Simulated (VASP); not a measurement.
Set up this calculation in VASP 6.6.1, as the native input.

```yaml
Task: single point
Functional: PBE
Potentials_or_basis: VASP PAW PBE potentials, release 64 (Ni)
Cutoff: 600 eV
k_mesh: 3 × 3 × 3
Occupations: fermi-dirac, width 0.15 eV
Spin: collinear spin, ferromagnetic start
Starting_moments: "[2.0, 2.0, 2.0] μB"
Dipole_correction: no
Further_INCAR_settings: ALGO = Normal; EDIFF = 1e-06; NBANDS = 26
```

The structure of Ni lies in POSCAR:

```
Ni
1.0
   -2.6025580000      0.0084890000      2.7221090000
   -0.0524840000      2.6479910000      2.6781140000
   -2.6174710000      2.7068990000     -0.0064240000
Ni
3
Direct
    0.7155140000      0.2810890000      0.1163040000
    1.0870300000      0.6772760000      0.5141880000
    1.3783950000      0.9243880000      0.7375630000
```

These files were run (other wordings do the same):

INCAR

```
SYSTEM = Ni
PREC = Accurate
ENCUT = 600
EDIFF = 1E-6
ISMEAR = -1
SIGMA = 0.15
LREAL = .False.
LASPH = .True.
NELM = 200
ALGO = Normal
ISIF = 2
LWAVE = .False.
LCHARG = .False.
ISPIN = 2
MAGMOM = 2 2 2
LORBIT = 11
LMAXMIX = 4
GGA = PE
NBANDS = 26
GGA_COMPAT = .False.
```

KPOINTS

```
Automatic mesh
0
Gamma
  3 3 3
  0 0 0
```

Potentials or basis: VASP PAW PBE potentials, release 64 (Ni).

Launch:

```sh
$ cat potpaw_PBE.64/Ni/POTCAR > POTCAR
$ mpirun -np 1 vasp_std > vasp.out
```

Results of the run:

| Quantity | Value |
| --- | --- |
| Pressure | 29.6 GPa |
| Largest force | 2.867 eV/Å |
| Net moment | 1.61 μB per cell |
| Site moments | Ni +0.57, +0.51, +0.53 μB |
| Valence electrons inside the program's atomic spheres | Ni 9.53, 9.48, 9.55 |

Caveat: the k points lie up to 0.70 Å⁻¹ apart; forces of over 1 eV/Å act on the atoms, so gaps and moduli don't describe the material at rest.

It took 42 s on 1 thread of Intel(R) Xeon(R) Platinum 8375C CPU @ 2.90GHz (Ice Lake) (shared host), peak memory 0.19 GiB.
